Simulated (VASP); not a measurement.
# HfO2 (P1) in VASP: notebook, part 2 of 2

VASP 6.6.1. Earlier steps stand in the parts before.

### Step 3. Single point, LDA (atoms moved at random and the cell strained at random)

The input, INCAR:

```
SYSTEM = HfO2
PREC = Accurate
ENCUT = 520
EDIFF = 1E-6
ISMEAR = 0
SIGMA = 0.05
LREAL = .FALSE.
LASPH = .TRUE.
NELM = 60
ALGO = Normal
ISIF = 2
LWAVE = .FALSE.
LCHARG = .FALSE.
GGA = CA
NBANDS = 31
```

The input, KPOINTS:

```
regular mesh
0
G
  6 6 6
  0 0 0
```

The input, POSCAR:

```
HfO2
1.0
    3.5840250915      0.0061314184      0.0213839171
    0.0061314184      3.6036699533     -0.0572915624
    0.0310832071     -0.0832777963      5.2231153952
Hf O
2 4
Direct
    0.4889279167      0.5109226275      0.5010780588
    0.0216877672      0.0065586662      0.0035481184
    0.0119788363      0.5262563766      0.6921240712
    0.4924410825      0.0000498565      0.8065693481
    0.4996873911     -0.0269610784      0.3039621013
   -0.0147229937      0.4831735515      0.1927183023
```

Potentials or basis: VASP PAW LDA potentials, release 64 (Hf_pv, O).

Started as:

```console
> cat potpaw_LDA.64/Hf_pv/POTCAR potpaw_LDA.64/O/POTCAR > POTCAR
> mpirun -np 1 vasp_std > vasp.out
```

OUTCAR:

```text
SYSTEM = HfO2
   PREC = Accurate
   ENCUT = 520
   EDIFF = 1E-6
   ISMEAR = 0
   LREAL = .FALSE.
   LASPH = .TRUE.
   NELM = 60
   ISIF = 2
   GGA = CA

 ion  position               nearest neighbor table
   1  0.489  0.511  0.501-   3 1.97   5 1.99   3 2.13   5 2.17   4 2.34   6 2.39   6 2.43   4 2.47
                             2 3.53   2 3.56   2 3.62   2 3.64   2 3.64   2 3.68   2 3.71   2 3.77
   2  0.022  0.007  0.004-   6 1.96   4 1.97   6 2.16   4 2.17   3 2.34   5 2.34   5 2.43   3 2.52
                             1 3.53   1 3.56   1 3.62   1 3.64   1 3.64   1 3.68   1 3.71   1 3.77
   3  0.012  0.526  0.692-   1 1.97   1 2.13   2 2.34   2 2.52
   4  0.492  0.000  0.807-   2 1.97   2 2.17   1 2.34   1 2.47
   5  0.500  0.973  0.304-   1 1.99   1 2.17   2 2.34   2 2.43
[... 1030 lines left out ...]
  Total       -4.0323559     -4.2240206     -3.9597308     -0.2434305      0.7926641     -2.6702992
  in kB      -95.7967322   -100.3501141    -94.0713761     -5.7831818     18.8313305    -63.4383347
  external PRESSURE =     -96.7394075 kB  Pullay stress =       0.0000000 kB

 VOLUME and BASIS-vectors are now :
 -----------------------------------------------------------------------------
  energy-cutoff  :      520.00
  volume of cell :       67.44
      direct lattice vectors                 reciprocal lattice vectors
     3.584025092  0.006131418  0.021383917     0.279026716 -0.000501273 -0.001668504
     0.006131418  3.603669953 -0.057291562    -0.000501273  0.277566149  0.004428521
     0.031083207 -0.083277796  5.223115395    -0.001147860  0.003046633  0.191512023

 POSITION                                       TOTAL-FORCE (eV/Angst)
 -----------------------------------------------------------------------------------
      1.77104      1.80247      2.59837         1.141745     -0.632171     -0.068769
      0.07788      0.02347      0.01862        -1.159288     -1.598236     -0.082839
      0.06767      1.83889      3.58515        -1.431654     -0.547400      0.115128
      1.78999     -0.06397      4.22333         1.494161      0.365951     -0.201658
      1.80631      3.48426      1.54257        -0.549520      1.346406      0.016164
      3.54021      1.73119      0.99998         0.504555      1.065450      0.221975
 -----------------------------------------------------------------------------------
    total drift:                                0.000277     -0.000512      0.000095

  FREE ENERGIE OF THE ION-ELECTRON SYSTEM (eV)
  ---------------------------------------------------
  free  energy   TOTEN  =       -65.7618531565 eV

  energy  without entropy=      -65.7618531565  energy(sigma->0) =      -65.76185316
```

stdout:

```text
POSCAR found type information on POSCAR HfO
 POSCAR found :  2 types and       6 ions
 scaLAPACK will be used
 LDA part: xc-table for (Slater(with rela. corr.)+CA(PZ))
 , standard interpolation
 POSCAR, INCAR and KPOINTS ok, starting setup
 FFT: planning ... GRIDC
 FFT: planning ... GRID_SOFT
 FFT: planning ... GRID
 WAVECAR not read
 entering main loop
```

It took 4.9 min on 1 thread of Intel Xeon 8259CL, shared host; peak memory 0.29 GiB.

Results:

- Free energy: -65.7619 eV
- Pressure: -9.7 GPa
- Largest force: 1.976 eV/Å
- Band gap on the k mesh: 4.59 eV, indirect (least direct gap 4.69 eV)

Forces in eV/Å, atoms in the order of the input:
```
Hf   1.142 -0.632 -0.069
Hf  -1.159 -1.598 -0.083
O   -1.432 -0.547  0.115
O    1.494  0.366 -0.202
O   -0.550  1.346  0.016
O    0.505  1.065  0.222
```

Stress tensor (GPa, compression positive):
```
 -9.58  -0.58  -6.34
 -0.58 -10.04   1.88
 -6.34   1.88  -9.41
```

Caveat: the cell differs from its parent crystal (atoms moved at random and the cell strained at random); spin-orbit coupling is left out, which moves the levels of the heavy elements; forces of over 1 eV/Å act on the atoms, so gaps and moduli don't describe the material at rest. A k mesh can miss the band edges.
